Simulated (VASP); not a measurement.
# Ba (P6/mmm) in VASP: notebook, part 2 of 2

VASP 6.6.1. Earlier steps stand in the parts before.

## (4) Relaxation of cell and atoms, PBEsol, target pressure 10 GPa, at which the enthalpy is minimised

Contents of INCAR:

```
ALGO = Normal
EDIFF = 1E-6
EDIFFG = -0.01
ENCUT = 600
GGA = PS
IBRION = 2
ISIF = 3
ISMEAR = -1
LASPH = T
LCHARG = F
LREAL = F
LWAVE = F
NELM = 60
NSW = 60
PREC = Accurate
PSTRESS = 100.0
SIGMA = 0.05
```

Contents of KPOINTS:

```
k-points
0
Gamma
  7 7 7
```

Contents of POSCAR:

```
Ba
1.0
    4.3116136979      0.0000000000      0.0000000000
   -2.1558068490      3.7339669937      0.0000000000
    0.0000000000      0.0000000000      3.9134133000
Ba
1
Direct
    0.0000000000      0.0000000000      0.0000000000
```

Potentials or basis: VASP PAW PBE potentials, release 64 (Ba_sv).

Run with:

```
$ cat potpaw_PBE.64/Ba_sv/POTCAR > POTCAR
$ mpirun -np 1 vasp_std > vasp.out
```

OUTCAR:

```text
EDIFF = 1E-6
   EDIFFG = -0.01
   ENCUT = 600
   GGA = PS
   IBRION = 2
   ISIF = 3
   ISMEAR = -1
   LASPH = T
   LREAL = F
   NELM = 60
   NSW = 60
   PREC = Accurate
   PSTRESS = 100.0

 ion  position               nearest neighbor table
   1  0.000  0.000  0.000-

  LATTYP: Found a hexagonal cell.
 ALAT       =     4.3116136979
 C/A-ratio  =     0.9076446950

  Lattice vectors:

 A1 = (   4.3116136979,   0.0000000000,   0.0000000000)
 A2 = (  -2.1558068490,   3.7339669937,   0.0000000000)
 A3 = (   0.0000000000,   0.0000000000,   3.9134133000)

Analysis of symmetry for initial positions (statically):
=====================================================================
 Subroutine PRICEL returns:
 Original cell was already a primitive cell.

 Routine SETGRP: Setting up the symmetry group for a
 hexagonal supercell.

 Subroutine GETGRP returns: Found 24 space group operations
 (whereof 24 operations were pure point group operations)
 out of a pool of 24 trial point group operations.

The static configuration has the point symmetry D_6h.

Analysis of symmetry for dynamics (positions and initial velocities):
=====================================================================
 Subroutine PRICEL returns:
 Original cell was already a primitive cell.

[... 123 lines left out ...]
   IMIX   =      4    mixing-type and parameters
     AMIX     =   0.40;   BMIX     =  1.00
     AMIX_MAG =   1.60;   BMIX_MAG =  1.00
  volume/ion in A,a.u.               =      63.00       425.17
  Fermi-wavevector in a.u.,A,eV,Ry     =   0.886379  1.675014 10.689660  0.785668
  Thomas-Fermi vector in A             =   2.007537
   LORBIT       =      0    0 simple, 1 ext, 2 COOP (PROOUT), +10 PAW based schemes
   GGA     = PS    functional components
   LHFCALC =     F    Hartree Fock is set to
   AEXX    =    0.0000 exact exchange contribution
   IVDW    =     0    specifies the selected vdW correction
   LEPSILON=     F    determine dielectric tensor
   LRPA    =     F    only Hartree local field effects (RPA)
 conjugate gradient relaxation of ions
 non-spin polarized calculation
  energy-cutoff  :      600.00
  volume of cell :       63.00
 maximum number of plane-waves:      2122
 NGX is ok and might be reduce to    36
   NGX = 17   NGY = 17   NGZ = 15

--------------------------------------- Ionic step        1  -------------------------------------------

 number of electron      10.0000000 magnetization

 Free energy of the ion-electron system (eV)
  ---------------------------------------------------
  ext. energy  EPLUGINS =         0.00000000
  ---------------------------------------------------
  free energy    TOTEN  =        -1.96481077 eV

  energy without entropy =       -1.95477622  energy(sigma->0) =       -1.95979350

 E-fermi :   1.5531     XC(G=0):  -7.4966

 val. band max:        1.5142191441   @ k =   0.2857   0.2857   0.2857
 cond. band min:       1.5556547507   @ k =   0.4286   0.1429   0.2857
 fundamental gap:      0.0414356066
 Fermi energy:         1.5530518074
[... 843 lines left out ...]
--------------------------------------- Ionic step        8  -------------------------------------------

 number of electron      10.0000000 magnetization

 Free energy of the ion-electron system (eV)
  ---------------------------------------------------
  ext. energy  EPLUGINS =         0.00000000
  ---------------------------------------------------
  free energy    TOTEN  =        -1.50177704 eV

  energy without entropy =       -1.49400983  energy(sigma->0) =       -1.49789343

 E-fermi :   4.1895     XC(G=0):  -9.8034

 val. band max:        4.1806140666   @ k =   0.0000   0.0000   0.4286
 cond. band min:       4.2369197746   @ k =   0.4286   0.1429   0.2857
 fundamental gap:      0.0563057080
 Fermi energy:         4.1895195334
[... 320 lines left out ...]
  energy  without entropy=       -1.4940098313  energy(sigma->0) =       -1.49789343

  enthalpy is  TOTEN    =         0.6191225487 eV   P V=        2.1208995844

 reached required accuracy - stopping structural energy minimisation
```

OSZICAR:

```text
N       E                     dE             d eps       ncg     rms          rms(c)
DAV:   1     0.617548593773E+02    0.61755E+02   -0.46541E+03   576   0.103E+03
DAV:   2     0.837726062888E+00   -0.60917E+02   -0.60021E+02   693   0.154E+02
DAV:   3    -0.188926200556E+01   -0.27270E+01   -0.27151E+01   725   0.390E+01
[... 63 lines left out ...]
DAV:   2    -0.150180124565E+01    0.10293E-03   -0.18764E-04   592   0.128E-01    0.253E-02
DAV:   3    -0.150177371825E+01    0.27527E-04   -0.13422E-04   774   0.845E-02    0.922E-03
DAV:   4    -0.150177510296E+01   -0.13847E-05   -0.13962E-06   454   0.110E-02    0.503E-03
DAV:   5    -0.150177688356E+01   -0.17806E-05   -0.64673E-07   398   0.583E-03    0.887E-04
DAV:   6    -0.150177703564E+01   -0.15209E-06   -0.93064E-08   289   0.243E-03
   8 F= 0.61912255E+00 E0= 0.62300615E+00  d E =-.181201E-03
```

Wall time 1.8 min (1 thread of AMD EPYC 7R43 (Zen 3), shared host); peak memory 0.18 GiB.

Results:

| Quantity | Value |
| --- | --- |
| Free energy | -1.5018 eV |
| Relaxed volume | 33.98 Å³/atom |
| Relaxed cell | a = 3.527 Å, b = 3.527 Å, c = 3.154 Å, α = 90.00°, β = 90.00°, γ = 120.00° |
| Space group after relaxing (to 0.1 Å) | P6/mmm (No. 191) |
| Energy change on relaxing (the run minimises the enthalpy) | +463.0 meV/atom |
| Ionic steps | 8 |
| Pressure after relaxing | 10.0 GPa |
| Band gap on the k mesh | zero (bands 5 and 6 overlap by 1.56 eV) |

Step by step:
```csv
step,energy change (eV),largest force (eV/Å),pressure (GPa),volume (Å³)
1,0.0000,0.0000,-0.78,63.00
2,0.6235,0.0000,12.08,31.72
3,0.5039,0.0000,10.36,33.43
4,0.4737,0.0000,9.90,33.90
5,0.4758,0.0000,10.23,33.78
6,0.4766,0.0000,10.26,33.77
7,0.4601,0.0000,9.95,34.03
8,0.4630,0.0000,10.00,33.98
```

Final structure:
```
Ba
1.0
     3.52723    0.00000    0.00000
    -1.76361    3.05467    0.00000
     0.00000    0.00000    3.15379
Ba
1
Direct
  0.00000 0.00000 0.00000
```

Levels at points of the mesh, in eV from the Fermi level:
```csv
k point,band 2,band 3,band 4,band 5,band 6,band 7,band 8,band 9
"(0.00, 0.00, 0.00)",-12.61,-12.61,-12.07,-2.32,-0.47,2.18,2.18,7.41
```

Caveat: the cell is relaxed towards a set pressure, so the run minimises the enthalpy, not the energy; the volume moved by over 15 % at a fixed basis, so the end points are rough; the PAW data sets were made with another functional, which shifts forces and pressure a little; spin-orbit coupling is left out, which moves the levels of the heavy elements.

## (5) Overview

```tsv
cell	gap on the mesh (eV)	pressure (GPa)
relaxed to 2 GPa	none	2.0
relaxed to 5 GPa	none	5.0
relaxed to 10 GPa	none	10.0
```

Alike in all rows: task relaxation of cell and atoms; level PBEsol; potentials or basis VASP PAW PBE potentials, release 64 (Ba_sv); no spin polarisation; k mesh 7 × 7 × 7; cutoff (eV) 600; smearing fermi-dirac 0.05 eV.

Caveats: the cell is relaxed towards a set pressure, so the run minimises the enthalpy, not the energy; the volume moved by over 15 % at a fixed basis, so the end points are rough; the PAW data sets were made with another functional, which shifts forces and pressure a little; spin-orbit coupling is left out, which moves the levels of the heavy elements.

Absolute energies hang on the potentials; compare differences alone.
